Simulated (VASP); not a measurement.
# Te (P2/m) in VASP: a series of runs, part 2 of 2

VASP 6.6.1. The steps go on from the part before.

### 3 Relaxation of cell and atoms, PBE

The input, INCAR:

```
PREC     = Accurate       # precision mode
ENCUT    = 600            # plane-wave cutoff, eV
EDIFF    = 1E-6           # SCF threshold, eV
ISMEAR   = 0              # smearing method
SIGMA    = 0.1            # smearing width, eV
LREAL    = F              # projectors in reciprocal space
LASPH    = T              # aspherical terms in the spheres
NELM     = 100            # most SCF steps
ALGO     = Normal         # electronic algorithm
ISIF     = 3              # what is computed and relaxed
LWAVE    = F              # write WAVECAR
LCHARG   = F              # write CHGCAR
GGA      = PE             # functional
IBRION   = 2              # ionic algorithm
NSW      = 90             # ionic steps
EDIFFG   = -0.04          # ionic threshold
```

The input, KPOINTS:

```
Automatic mesh
0
Gamma
  6 6 6
```

The input, POSCAR:

```
Te
1.0
    3.1124535511      0.0000000000      0.0000000000
    0.0000000000      3.2209057489      0.0000000000
   -0.1708248815      0.0000000000      3.2367308676
Te
1
Direct
    0.5000000000      0.0000000000      0.5000000000
```

Potentials or basis: VASP PAW PBE potentials, release 64 (Te).

Started as:

```bash
$ cat potpaw_PBE.64/Te/POTCAR > POTCAR
$ mpirun -np 1 vasp_std > vasp.out
```

OUTCAR:

```text
PREC = Accurate
   ENCUT = 600
   EDIFF = 1E-6
   ISMEAR = 0
   LREAL = F
   LASPH = T
   NELM = 100
   ISIF = 3
   GGA = PE
   IBRION = 2
   NSW = 90
   EDIFFG = -0.04

 ion  position               nearest neighbor table
   1  0.500  0.000  0.500-

  LATTYP: Found a simple monoclinic cell.
 ALAT       =     3.1124535511
 B/A-ratio  =     1.0348445996
 C/A-ratio  =     1.0413763581
 COS(beta)  =    -0.0527036308

  Lattice vectors:

 A1 = (   3.1124535511,   0.0000000000,   0.0000000000)
 A2 = (   0.0000000000,   3.2209057489,   0.0000000000)
 A3 = (  -0.1708248815,   0.0000000000,   3.2367308676)

Analysis of symmetry for initial positions (statically):
=====================================================================
 Subroutine PRICEL returns:
 Original cell was already a primitive cell.

 Routine SETGRP: Setting up the symmetry group for a
 simple monoclinic supercell.

 Subroutine GETGRP returns: Found  4 space group operations
 (whereof  4 operations were pure point group operations)
 out of a pool of  4 trial point group operations.

The static configuration has the point symmetry C_2h.

Analysis of symmetry for dynamics (positions and initial velocities):
=====================================================================
 Subroutine PRICEL returns:
 Original cell was already a primitive cell.

 Routine SETGRP: Setting up the symmetry group for a
 simple monoclinic supercell.

 Subroutine GETGRP returns: Found  4 space group operations
 (whereof  4 operations were pure point group operations)
 out of a pool of  4 trial point group operations.

The dynamic configuration has the point symmetry C_2h.

 Subroutine INISYM returns: Found  4 space group operations
[... 132 lines left out ...]
 NGX is ok and might be reduce to    28
   NGX = 13   NGY = 13   NGZ = 13

--------------------------------------- Ionic step        1  -------------------------------------------

 number of electron       6.0000000 magnetization

 Free energy of the ion-electron system (eV)
  ---------------------------------------------------
  ext. energy  EPLUGINS =         0.00000000
  ---------------------------------------------------
  free energy    TOTEN  =        -2.98038769 eV

  energy without entropy =       -2.97563758  energy(sigma->0) =       -2.97801263

------------------------ aborting loop because EDIFF is reached ----------------------------------------

  FORCE on cell =-STRESS in cart. coord.  units (eV):
  Direction    XX          YY          ZZ          XY          YZ          ZX
  --------------------------------------------------------------------------------------
  -------------------------------------------------------------------------------------
  Total       -0.1989700      0.2918519      0.0112571      0.0000000      0.0000000      0.0452560
  in kB       -9.8245071     14.4107188      0.5558422      0.0000000      0.0000000      2.2345952
  external PRESSURE =       1.7140180 kB  Pullay stress =       0.0000000 kB
[... 86 lines left out ...]
  FREE ENERGIE OF THE ION-ELECTRON SYSTEM (eV)
  ---------------------------------------------------
  free  energy   TOTEN  =        -2.9904263764 eV

  energy  without entropy=       -2.9880258573  energy(sigma->0) =       -2.98922612

[... ionic steps 4 to 15 ...]

--------------------------------------- Ionic step       16  -------------------------------------------

 number of electron       6.0000000 magnetization

------------------------ aborting loop because EDIFF is reached ----------------------------------------
[... 65 lines left out ...]
--------------------------------------- Ionic step       18  -------------------------------------------

 number of electron       6.0000000 magnetization

 Free energy of the ion-electron system (eV)
  ---------------------------------------------------
  ext. energy  EPLUGINS =         0.00000000
  ---------------------------------------------------
  free energy    TOTEN  =        -3.00142881 eV

  energy without entropy =       -2.99971894  energy(sigma->0) =       -3.00057388

 E-fermi :   6.3670     XC(G=0):  -9.2173

 val. band max:        6.1605761426   @ k =  -0.1667   0.0000   0.1667
 cond. band min:       6.4117681474   @ k =   0.1667   0.1667   0.1667
 fundamental gap:      0.2511920048
 Fermi energy:         6.3669795756

 k-point     1 :       0.0000    0.0000    0.0000
  band No.  band energies     occupation
      1      -7.3753      2.00000
      2       6.5563      0.00742
      3       6.5670      0.00467
      4       9.2421      0.00000
      5      11.4794      0.00000
      6      11.8121      0.00000
      7      14.2580      0.00000
[... 221 lines left out ...]
 k-point    24 :       0.1667    0.1667    0.1667
  band No.  band energies     occupation
      1      -6.4292      2.00000
      2       4.9929      2.00000
      3       5.0441      2.00000
      4       6.4118      0.52647
      5      14.6125      0.00000
      6      15.2594      0.00000
      7      17.0582      0.00000

 [... further k-points ...]
[... 5 lines left out ...]
  --------------------------------------------------------------------------------------
  -------------------------------------------------------------------------------------
  Total       -0.0034179     -0.0062411      0.0092464      0.0000000      0.0000000      0.0025047
  in kB       -0.1654279     -0.3020738      0.4475312      0.0000000      0.0000000      0.1212284
  external PRESSURE =      -0.0066568 kB  Pullay stress =       0.0000000 kB
[... 16 lines left out ...]
  FREE ENERGIE OF THE ION-ELECTRON SYSTEM (eV)
  ---------------------------------------------------
  free  energy   TOTEN  =        -3.0014288115 eV

  energy  without entropy=       -2.9997189442  energy(sigma->0) =       -3.00057388

 reached required accuracy - stopping structural energy minimisation
```

CONTCAR:

```text
Te
   1.00000000000000
     2.9812105761592891    0.0000000000000000    0.0728050552054872
     0.0000000000000000    3.3326335714786777    0.0000000000000000
    -0.0848926029301767    0.0000000000000000    3.3297478341542628
  Te
     1
Direct
     0.5000000000000000    0.0000000000000000    0.5000000000000000

  0.00000000E+00  0.00000000E+00  0.00000000E+00
```

Run time: 3.8 min. Hardware: 1 thread of Intel Xeon 8259CL, shared host; peak memory 0.18 GiB.

Results:

| Property | Result |
| --- | --- |
| Free energy | -3.0014 eV |
| Relaxed volume | 33.10 Å³/atom |
| Relaxed cell | a = 2.982 Å, b = 3.333 Å, c = 3.331 Å, α = 90.00°, β = 90.06°, γ = 90.00° |
| Space group after relaxing (to 0.1 Å) | P4/mmm (No. 123) |
| Energy gained by relaxing | 21.0 meV/atom |
| Ionic steps | 18 |
| Pressure after relaxing | 0.0 GPa |
| Band gap on the k mesh | zero (bands 3 and 4 overlap by 4.63 eV) |

The path:
```tsv
step	energy change (eV)	largest force (eV/Å)	pressure (GPa)	volume (Å³)
1	0.0000	0.0000	0.17	32.45
2	-0.0061	0.0000	0.03	32.61
3	-0.0100	0.0000	0.16	33.03
4	-0.0119	0.0000	0.00	32.86
5	-0.0145	0.0000	0.07	32.94
6	-0.0152	0.0000	0.15	33.00
7	-0.0152	0.0000	0.18	33.01
8	-0.0170	0.0000	0.04	33.07
9	-0.0191	0.0000	-0.29	33.25
10	-0.0192	0.0000	-0.22	33.21
11	-0.0192	0.0000	-0.24	33.21
12	-0.0198	0.0000	-0.05	33.11
13	-0.0200	0.0000	0.10	33.03
14	-0.0205	0.0000	0.10	33.04
15	-0.0210	0.0000	0.10	33.05
16	-0.0210	0.0000	0.11	33.05
17	-0.0210	0.0000	-0.10	33.15
18	-0.0210	0.0000	0.00	33.10
```

Final structure:
```
Te
1.0
     2.98121    0.00000    0.07281
     0.00000    3.33263    0.00000
    -0.08489    0.00000    3.32975
Te
1
Cartesian
  1.4482 0.0000 1.7013
```

Caveat: spin-orbit coupling is left out, which moves the levels of the heavy elements.
